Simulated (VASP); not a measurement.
Wanted: the native input for a VASP 6.6.1 run.

* Task: single point
* Functional: PBE
* Potentials or basis: VASP PAW PBE potentials, release 64 (Si, B)
* Cutoff: 520 eV
* k mesh: 6 × 6 × 4
* Occupations: gaussian, width 0.1 eV
* Spin: no spin polarisation
* Dipole correction: no
* Further INCAR settings: ALGO = Normal; EDIFF = 1e-06; NBANDS = 16

The structure of SiB4 lies in POSCAR:

```
SiB4
1.0
    3.3344488800      0.0000000000      0.0000000000
   -1.6672244400      2.8877174400      0.0000000000
    0.0000000000      0.0000000000      4.2279612300
Si B
1 4
Direct
    0.0000000000      0.0000000000      0.5000000000
    0.0000000000      0.0000000000      0.0000000000
    0.5008020000      0.0000000000      0.0000000000
    0.0000000000      0.5008020000      0.0000000000
    0.4991980000      0.4991980000      0.0000000000
```

The input as run:

INCAR

```
SYSTEM = SiB4
PREC     = Accurate       ! precision mode
ENCUT    = 520            ! plane-wave cutoff, eV
EDIFF    = 1E-6           ! SCF threshold, eV
ISMEAR   = 0              ! smearing method
SIGMA    = 0.1            ! smearing width, eV
LREAL    = .FALSE.        ! projectors in reciprocal space
LASPH    = .TRUE.         ! aspherical terms in the spheres
NELM     = 80             ! most SCF steps
ALGO     = Normal         ! electronic algorithm
ISIF     = 2              ! what is computed and relaxed
LWAVE    = .FALSE.        ! write WAVECAR
LCHARG   = .FALSE.        ! write CHGCAR
GGA      = PE             ! functional
NBANDS   = 16             ! bands
```

KPOINTS

```
Automatic mesh
0
G
  6 6 4
  0 0 0
```

Potentials or basis: VASP PAW PBE potentials, release 64 (Si, B).

Launch:

```sh
$ cat potpaw_PBE.64/Si/POTCAR potpaw_PBE.64/B/POTCAR > POTCAR
$ mpirun -np 1 vasp_std > vasp.out
```

Results of the run:

The pressure is 40.2 GPa, the largest force is 0.071 eV/Å and the band gap on the k mesh is zero (band 8 reaches 10.65 eV, above the bottom of band 9 at 5.75 eV).

Caveat: the k points lie up to 0.37 Å⁻¹ apart.

It took 10 s on 1 thread of Intel Xeon 6975P-C, with other jobs on the host, peak memory 0.16 GiB.
